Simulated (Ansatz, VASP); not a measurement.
BaS: VASP beside Ansatz

The input INCAR:

```
PREC     = Accurate       # precision mode
ENCUT    = 520            # plane-wave cutoff, eV
EDIFF    = 1E-8           # SCF threshold, eV
ISMEAR   = -1             # smearing method
SIGMA    = 0.02           # smearing width, eV
LREAL    = False          # projectors in reciprocal space
LASPH    = True           # aspherical terms in the spheres
NELM     = 80             # most SCF steps
ALGO     = Normal         # electronic algorithm
ISIF     = 2              # what is computed and relaxed
LWAVE    = False          # write WAVECAR
LCHARG   = False          # write CHGCAR
GGA      = PE             # functional
LEFG     = True         
NBANDS   = 15             # bands
```

File KPOINTS:

```
regular mesh
0
Gamma
  8 8 8
```

File POSCAR:

```
BaS
1.0
    0.0000000000      3.1505859250      3.1505859250
    3.1505859250      0.0000000000      3.1505859250
    3.1505859250      3.1505859250      0.0000000000
Ba S
1 1
Direct
    0.0000000000      0.0000000000      0.0000000000
    0.5000000000      0.5000000000      0.5000000000
```

Input for Ansatz:

```yaml
crystal:
  lattice:
    - [0.0, 3.150585925, 3.150585925]
    - [3.150585925, 0.0, 3.150585925]
    - [3.150585925, 3.150585925, 0.0]
  atoms:
    - { symbol: Ba, position: [0.0, 0.0, 0.0] }
    - { symbol: S, position: [0.5, 0.5, 0.5] }
kpoints:
  mp_grid: { grid: [8, 8, 8] }
scf:
  occupations: { method: fermi_dirac, width: 0.02 }
hamiltonian:
  xc: pbe
  pseudopotentials: { kind: all_electron, datasets: crystal }
output:
  forces: true
  stress: true
  eigenvalues: true
  efg: { contact_densities: true }
```

Change from the starting cell: volume scaled by 0.96, crystal datasets.

Alike in both runs: task electric field gradients; functional PBE; k mesh 8 × 8 × 8; occupations fermi-dirac, width 0.02 eV; no spin polarisation.

|  | VASP | Ansatz |
| --- | --- | --- |
| version | VASP 6.6.1 | Ansatz 0.2.0 |
| potentials or method | VASP PAW PBE potentials, release 64 (Ba_sv, S), cutoff 520 eV | all-electron PAW with datasets made for the crystal, scalar-relativistic |

Ansatz gave:

```
gap on the k mesh at the Fermi level (eV) : 2.14
pressure (GPa)                            : 2.9
```

Problem. What did VASP give for the same quantities?

Solution. gap on the k mesh at the Fermi level (eV): 2.03; pressure (GPa): 3.6.

Ansatz ran all-electron here, and VASP with PAW potentials.

Spin-orbit coupling is off throughout.
